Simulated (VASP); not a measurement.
Set up this calculation in VASP 6.6.1, as the native input.

```yaml
Task: single point
Functional: r2SCAN
Potentials_or_basis: VASP PAW PBE potentials, release 64 (O, Hf_pv, Cr_pv, W_sv)
Cutoff: 520 eV
k_mesh: 5 × 5 × 5
Occupations: fermi-dirac, width 0.0509 eV
Spin: no spin polarisation
Dipole_correction: no
Further_INCAR_settings: ALGO = Normal; EDIFF = 1e-06; NBANDS = 52
```

The system is Hf2CrWO6.

```
O Hf Cr W
1.0
     0.00000    5.10486    0.00000
     5.10486    0.00000    0.00000
     2.55243    2.55243   -3.95693
O Hf Cr W
6 2 1 1
Direct
  0.22610 0.22610 0.54780
  0.77390 0.77390 0.45220
  0.28720 0.20700 0.00000
  0.20700 0.71280 0.00000
  0.71280 0.79300 0.00000
  0.79300 0.28720 0.00000
  0.75000 0.25000 0.50000
  0.25000 0.75000 0.50000
  0.50000 0.50000 0.00000
  0.00000 0.00000 0.00000
```

The input as run:

POSCAR

```
Hf2CrWO6
1.0
    0.0000000000      5.1048630900      0.0000000000
    5.1048630900      0.0000000000      0.0000000000
    2.5524315500      2.5524315500     -3.9569309000
O Hf Cr W
6 2 1 1
Direct
    0.2261000000      0.2261000000      0.5478000000
    0.7739000000      0.7739000000      0.4522000000
    0.2872000000      0.2070000000      0.0000000000
    0.2070000000      0.7128000000      0.0000000000
    0.7128000000      0.7930000000      0.0000000000
    0.7930000000      0.2872000000      0.0000000000
    0.7500000000      0.2500000000      0.5000000000
    0.2500000000      0.7500000000      0.5000000000
    0.5000000000      0.5000000000      0.0000000000
    0.0000000000      0.0000000000      0.0000000000
```

INCAR.step1

```
SYSTEM = Hf2CrWO6
PREC = Accurate
ENCUT = 520
ISMEAR = -1
SIGMA = 0.0509
LREAL = .False.
LASPH = .True.
NELM = 100
NBANDS = 52
GGA = PE
ALGO = Normal
EDIFF = 1E-4
LWAVE = .True.
LCHARG = .False.
```

INCAR.step2

```
SYSTEM = Hf2CrWO6
PREC = Accurate
ENCUT = 520
EDIFF = 1E-6
ISMEAR = -1
SIGMA = 0.0509
LREAL = .False.
LASPH = .True.
NELM = 100
ALGO = Normal
ISIF = 2
LWAVE = .False.
LCHARG = .False.
METAGGA = R2SCAN
LMIXTAU = .True.
NBANDS = 52
ISTART = 1
```

KPOINTS

```
Automatic mesh
0
Gamma
  5 5 5
  0 0 0
```

Potentials or basis: VASP PAW PBE potentials, release 64 (O, Hf_pv, Cr_pv, W_sv).

Launch:

```console
$ cat potpaw_PBE.64/O/POTCAR potpaw_PBE.64/Hf_pv/POTCAR potpaw_PBE.64/Cr_pv/POTCAR potpaw_PBE.64/W_sv/POTCAR > POTCAR
$ cp INCAR.step1 INCAR
$ mpirun -np 1 vasp_std > vasp.out
$ cp INCAR.step2 INCAR
$ mpirun -np 1 vasp_std > vasp.out
```

It gave:

```
Pressure               : 34.5 GPa
Largest force          : 8.612 eV/Å
Band gap on the k mesh : zero (bands 41 and 42 overlap by 1.12 eV)
```

Caveat: the cell stands under pressure; the PAW data sets were made with another functional, which shifts forces and pressure a little; spin-orbit coupling is left out, which moves the levels of the heavy elements; the run has no spin polarisation, though such a crystal can be magnetic; semilocal functionals often make such compounds metallic where correlation or magnetic order opens a gap, which also shifts bond lengths.

Run time: 9.7 min on 1 thread of Intel(R) Xeon(R) Platinum 8259CL CPU @ 2.50GHz (Skylake/Cascade Lake), on a shared host, peak memory 0.32 GiB.
